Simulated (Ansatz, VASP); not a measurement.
WS2 in VASP and in Ansatz

```xyz
3
Lattice="0.0000 3.0079 3.0079 3.0079 0.0000 3.0079 3.0079 3.0079 0.0000" Properties=species:S:1:pos:R:3 pbc="T T T"
W     0.0000    0.0000    0.0000
S     1.5040    1.5040    1.5040
S     4.5119    4.5119    4.5119
```

Alike in both runs: task single point; functional LDA; k mesh 6 × 6 × 6; occupations gaussian, width 0.05 eV; collinear spin; Hubbard terms W d U = 7.0 eV, J = 0.5 eV.

```csv
,VASP,Ansatz
version,VASP 6.6.1,Ansatz 0.2.0
potentials or method,"VASP PAW LDA potentials, release 64 (W_sv, S), cutoff 520 eV","scalar-relativistic, plane waves, PAW"
valence electrons in the cell,26,26
```

|  | VASP | Ansatz | Ansatz less VASP |
| --- | --- | --- | --- |
| pressure (GPa) | -3.4 | -5.3 | -1.90 |
| net moment per atom (μB) | 0.65 | 0.67 | +0.012 |
| size of the moment on the site where the two differ most (μB) | 1.72 | 1.53 | -0.189 |

LDA's correlation is that of Perdew and Zunger in VASP and of Perdew and Wang (1992) in Ansatz. Site moments also hang on the region over which each program counts them. The programs project onto different local orbitals, so the same U acts differently, and such runs can settle in different states.

Spin-orbit coupling is off throughout.
